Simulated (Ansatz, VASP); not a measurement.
**CO2 in VASP and in Ansatz**

Contents of POSCAR:

```
CO2
1.0
    5.6056668400      0.0000000000      0.0000000000
    0.0000000000      5.6056668400      0.0000000000
    0.0000000000      0.0000000000      5.6056668400
C O
4 8
Direct
    0.0000000000      0.0000000000      0.0000000000
    0.5000000000      0.0000000000      0.5000000000
    0.5000000000      0.5000000000      0.0000000000
    0.0000000000      0.5000000000      0.5000000000
    0.1130000000      0.1130000000      0.1130000000
    0.3870000000      0.8870000000      0.6130000000
    0.6130000000      0.3870000000      0.8870000000
    0.8870000000      0.6130000000      0.3870000000
    0.8870000000      0.8870000000      0.8870000000
    0.6130000000      0.1130000000      0.3870000000
    0.3870000000      0.6130000000      0.1130000000
    0.1130000000      0.3870000000      0.6130000000
```

File INCAR.step1:

```
SYSTEM = CO2
PREC     = Accurate       ! precision mode
ENCUT    = 520            ! plane-wave cutoff, eV
ISMEAR   = 1              ! smearing method
SIGMA    = 0.0233         ! smearing width, eV
LREAL    = .FALSE.        ! projectors in reciprocal space
LASPH    = .TRUE.         ! aspherical terms in the spheres
NELM     = 100            ! most SCF steps
NBANDS   = 44             ! bands
GGA      = PE             ! functional
ALGO     = Normal         ! electronic algorithm
EDIFF    = 1E-4           ! SCF threshold, eV
LWAVE    = .TRUE.         ! write WAVECAR
LCHARG   = .FALSE.        ! write CHGCAR
```

The input INCAR.step2:

```
SYSTEM = CO2
PREC     = Accurate       ! precision mode
ENCUT    = 520            ! plane-wave cutoff, eV
EDIFF    = 1E-7           ! SCF threshold, eV
ISMEAR   = 1              ! smearing method
SIGMA    = 0.0233         ! smearing width, eV
LREAL    = .FALSE.        ! projectors in reciprocal space
LASPH    = .TRUE.         ! aspherical terms in the spheres
NELM     = 100            ! most SCF steps
ALGO     = Normal         ! electronic algorithm
ISIF     = 2              ! what is computed and relaxed
LWAVE    = .FALSE.        ! write WAVECAR
LCHARG   = .FALSE.        ! write CHGCAR
METAGGA  = R2SCAN         ! meta-GGA
LMIXTAU  = .TRUE.       
NBANDS   = 44             ! bands
ISTART   = 1
```

Contents of KPOINTS:

```
regular mesh
0
G
  5 5 5
  0 0 0
```

Input for Ansatz:

```yaml
crystal:
  lattice:
    - [5.60566684, 0.0, 0.0]
    - [0.0, 5.60566684, 0.0]
    - [0.0, 0.0, 5.60566684]
  atoms:
    - { symbol: C, position: [0.0, 0.0, 0.0] }
    - { symbol: C, position: [0.5, 0.0, 0.5] }
    - { symbol: C, position: [0.5, 0.5, 0.0] }
    - { symbol: C, position: [0.0, 0.5, 0.5] }
    - { symbol: O, position: [0.113, 0.113, 0.113] }
    - { symbol: O, position: [0.387, 0.887, 0.613] }
    - { symbol: O, position: [0.613, 0.387, 0.887] }
    - { symbol: O, position: [0.887, 0.613, 0.387] }
    - { symbol: O, position: [0.887, 0.887, 0.887] }
    - { symbol: O, position: [0.613, 0.113, 0.387] }
    - { symbol: O, position: [0.387, 0.613, 0.113] }
    - { symbol: O, position: [0.113, 0.387, 0.613] }
  symmetry: { tolerance: 0.0003 }
kpoints:
  mp_grid: { grid: [5, 5, 5], shift: [0, 0, 0] }
  band_path:
    path:
      - [0.0, 0.0, 0.0]
      - [0.0, 0.5, 0.0]
      - [0.5, 0.5, 0.0]
      - [0.0, 0.0, 0.0]
      - [0.5, 0.5, 0.5]
      - [0.0, 0.5, 0.0]
      - [0.5, 0.5, 0.5]
      - [0.5, 0.5, 0.0]
      - [0.5, 0.0, 0.0]
    npoints: 7
magnetization:
  spin_polarized: false
scf:
  occupations: { method: methfessel_paxton, width: 0.0233 }
  lower_state_search: "off"
  max_iter: 200
hamiltonian:
  pseudopotentials: { kind: paw }
  xc: r2scan
basis:
  ecutwfc: 500
  fft_grid_basis: typed
output:
  forces: true
  stress: true
  eigenvalues: true
  bader: true
  populations: true
  elf: true
  write_potential: true
  volumetric_format: npy
  dos:
    e_range: [-12, 8]
    de: 0.05
    projected: { site_lists: { C: [C], O: [O] } }
checkpoint:
  read: saved_state
```

Alike in both runs: task single point; functional r2SCAN; k mesh 5 × 5 × 5; occupations methfessel-paxton of order 1, width 0.0233 eV; no spin polarisation.

|  | VASP | Ansatz |
| --- | --- | --- |
| version | VASP 6.6.1 | Ansatz 0.2.0 |
| potentials or method | VASP PAW PBE potentials, release 64 (C, O), cutoff 520 eV | PAW plane waves |
| valence electrons in the cell | 64 | 64 |

```csv
,VASP,Ansatz,Ansatz less VASP
gap on the k mesh at the Fermi level (eV),8.04,8.05,+0.011
pressure (GPa),25.0,22.3,-2.73
rms of the force components (eV/Å),4.587,4.028,-0.5588
```

VASP's potentials were made for PBE, not for r2SCAN. Atom by atom the forces differ by 0.559 eV/Å (rms over components).

Noted on VASP's run: the standard files for N, O and F lose accuracy on very short bonds.
